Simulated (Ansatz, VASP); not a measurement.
**Ge2Sb2O: VASP beside Ansatz**

Contents of INCAR:

```
SYSTEM = Ge2Sb2O
ALGO = Normal ; EDIFF = 1E-7
EDIFFG = -0.04 ; ENCUT = 600
GGA = PE ; GGA_COMPAT = .FALSE.
IBRION = 2 ; ISIF = 3
ISMEAR = 0 ; LASPH = .TRUE.
LCHARG = .FALSE. ; LREAL = .FALSE.
LWAVE = .FALSE. ; NELM = 120
NELMIN = 4 ; NSW = 90
PREC = Accurate ; SIGMA = 0.1
```

Contents of KPOINTS:

```
k-points
0
G
  4 4 4
  0 0 0
```

The input POSCAR:

```
Ge2Sb2O
1.0
    3.7831341273      0.0000000000      0.0000000000
    0.0000000000      3.7831341273      0.0000000000
    0.0000000000      0.0000000000      7.2186693302
Ge Sb O
2 2 1
Direct
    0.5000000000      0.5000000000      0.2085520589
    0.5000000000      0.5000000000      0.7914479411
    0.0000000000      0.0000000000      0.0000000000
    0.0000000000      0.0000000000      0.5000000000
    0.5000000000      0.5000000000      0.5000000000
```

Input for Ansatz:

```yaml
crystal:
  lattice:
    - [3.7831341273, 0.0, 0.0]
    - [0.0, 3.7831341273, 0.0]
    - [0.0, 0.0, 7.2186693302]
  atoms:
    - { symbol: Ge, position: [0.5, 0.5, 0.2085520589] }
    - { symbol: Ge, position: [0.5, 0.5, 0.7914479411] }
    - { symbol: Sb, position: [0.0, 0.0, 0.0] }
    - { symbol: Sb, position: [0.0, 0.0, 0.5] }
    - { symbol: O, position: [0.5, 0.5, 0.5] }
basis:
  ecutwfc: 420
kpoints:
  mp_grid: { grid: [4, 4, 4] }
hamiltonian:
  xc: pbe
scf:
  occupations: { method: gaussian, width: 0.1 }
  lower_state_search: "off"
output:
  forces: true
  stress: true
  eigenvalues: true
relax:
  adjacent_minimum: "off"
  f_tol: 0.04
  max_steps: 70
  cell: { stress_tol: 0.4 }
```

Alike in both runs: task relaxation of cell and atoms; functional PBE; k mesh 4 × 4 × 4; occupations gaussian, width 0.1 eV; no spin polarisation.

|  | VASP | Ansatz |
| --- | --- | --- |
| version | VASP 6.6.1 | Ansatz 0.2.0 |
| potentials or method | VASP PAW PBE potentials, release 64 (Ge_d, Sb, O), cutoff 600 eV | scalar-relativistic, plane waves, PAW |
| valence electrons in the cell | 44 | 64 |

```csv
,VASP,Ansatz,Ansatz less VASP
"gap on the k mesh at the Fermi level, each at its own relaxed structure (eV)",none,none,-
relaxed volume (Å³/atom),20.62,20.73,+0.113
relaxed length of the cell vector where the two differ most in proportion (Å),3.386,3.399,+0.0129
```

A gap of «none» marks a metal or a gap that the smearing closes. VASP's potentials hold 44 valence electrons a cell and Ansatz's 64, so a difference there can come from the potentials and not from the codes.

The k mesh is coarse, so the values compare programs but aren't converged. Spin-orbit coupling is off throughout.
